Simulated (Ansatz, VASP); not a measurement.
## Al3Ga3N2 in VASP and in Ansatz

File INCAR:

```
PREC = Accurate ; ENCUT = 520
EDIFF = 1E-6 ; ISMEAR = 0
SIGMA = 0.1 ; LREAL = F
LASPH = T ; NELM = 150
ALGO = Normal ; ISIF = 2
LWAVE = F ; LCHARG = F
ISPIN = 2 ; MAGMOM = 0 0 0 0 0 0 1 1
LORBIT = 11 ; GGA = PE
NBANDS = 43
```

Contents of KPOINTS:

```
regular mesh
0
Gamma
  6 6 2
```

File POSCAR:

```
Al3Ga3N2
1.0
    3.0811825812      0.0000000000      0.0000000000
   -1.5405912906      2.6683823890      0.0000000000
    0.0000000000      0.0000000000     14.6532020164
Al Ga N
3 3 2
Direct
    0.3333333333      0.6666666667      0.1748992903
    0.0000000000      0.0000000000      0.0012625495
    0.6666666667      0.3333333333      0.6788631559
    0.0000000000      0.0000000000      0.3574679963
    0.3333333333      0.6666666667      0.5198001237
    0.3333333333      0.6666666667      0.8447603943
    0.0000000000      0.0000000000      0.1320840433
    0.3333333333      0.6666666667      0.3038624467
```

Input for Ansatz:

```yaml
crystal:
  lattice:
    - [3.0811825812, 0.0, 0.0]
    - [-1.5405912906, 2.668382389, 0.0]
    - [0.0, 0.0, 14.6532020164]
  atoms:
    - { symbol: Al, position: [0.3333333333, 0.6666666667, 0.1748992903] }
    - { symbol: Al, position: [0.0, 0.0, 0.0012625495] }
    - { symbol: Al, position: [0.6666666667, 0.3333333333, 0.6788631559] }
    - { symbol: Ga, position: [0.0, 0.0, 0.3574679963] }
    - { symbol: Ga, position: [0.3333333333, 0.6666666667, 0.5198001237] }
    - { symbol: Ga, position: [0.3333333333, 0.6666666667, 0.8447603943] }
    - { symbol: "N", position: [0.0, 0.0, 0.1320840433], spin: 1.0 }
    - { symbol: "N", position: [0.3333333333, 0.6666666667, 0.3038624467], spin: 1.0 }
basis:
  ecutwfc: 420
kpoints:
  mp_grid: { grid: [6, 6, 2] }
hamiltonian:
  xc: pbe
scf:
  occupations: { method: gaussian, width: 0.1 }
  lower_state_search: "off"
output:
  forces: true
  stress: true
  eigenvalues: true
  populations: true
magnetization:
  spin_polarized: true
```

Alike in both runs: task single point; functional PBE; k mesh 6 × 6 × 2; occupations gaussian, width 0.1 eV; collinear spin.

|  | VASP | Ansatz |
| --- | --- | --- |
| version | VASP 6.6.1 | Ansatz 0.2.0 |
| potentials or method | VASP PAW PBE potentials, release 64 (Al, Ga_d, N), cutoff 520 eV | scalar-relativistic, plane waves, PAW |
| valence electrons in the cell | 58 | 58 |

```csv
,VASP,Ansatz,Ansatz less VASP
gap on the k mesh at the Fermi level (eV),none,none,-
pressure (GPa),0.1,0.1,+0.01
"traceless stress, the component that is largest in VASP (GPa)",0.13,0.16,+0.032
rms of the force components (eV/Å),0.008,0.010,+0.0020
net moment per atom (μB),0.00,0.00,0.000
```

Atom by atom the forces differ by 0.003 eV/Å (rms over components). A gap of «none» marks a metal or a gap that the smearing closes. Ansatz's warnings: seeded moment not kept.

The k mesh is coarse, so the values compare programs but aren't converged.
